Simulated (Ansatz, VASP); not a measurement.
# HfO2: VASP beside Ansatz

```
Hf O
1.0
     0.00000    2.48086    2.54892
     2.44696    0.00000    2.54892
     2.44696    2.48086    0.00000
Hf O
1 2
Direct
  0.00000 0.00000 0.00000
  0.25000 0.25000 0.25000
  0.75000 0.75000 0.75000
```

Change from the starting cell: normal strain along x -0.0400, normal strain along y -0.0267.

Alike in both runs: task single point; functional PBE; k mesh 8 × 8 × 8; occupations gaussian, width 0.05 eV; no spin polarisation.

|  | VASP | Ansatz |
| --- | --- | --- |
| version | VASP 6.6.1 | Ansatz 0.2.0 |
| potentials or method | VASP PAW PBE potentials, release 64 (Hf_pv, O), cutoff 520 eV | scalar-relativistic, plane waves, PAW |
| valence electrons in the cell | 22 | 38 |

```tsv
	VASP	Ansatz	Ansatz less VASP
gap on the k mesh at the Fermi level (eV)	3.52	3.51	-0.006
least direct gap on the mesh (eV)	3.68	3.66	-0.021
pressure (GPa)	15.0	19.3	+4.35
traceless stress, the component that is largest in VASP (GPa)	-11.36	-11.14	+0.225
```

One of these differences is far larger than is usual between the two programs; its cause wasn't traced. VASP's potentials hold 22 valence electrons a cell and Ansatz's 38, so a difference there can come from the potentials and not from the codes.

Neither program's run includes spin-orbit coupling.
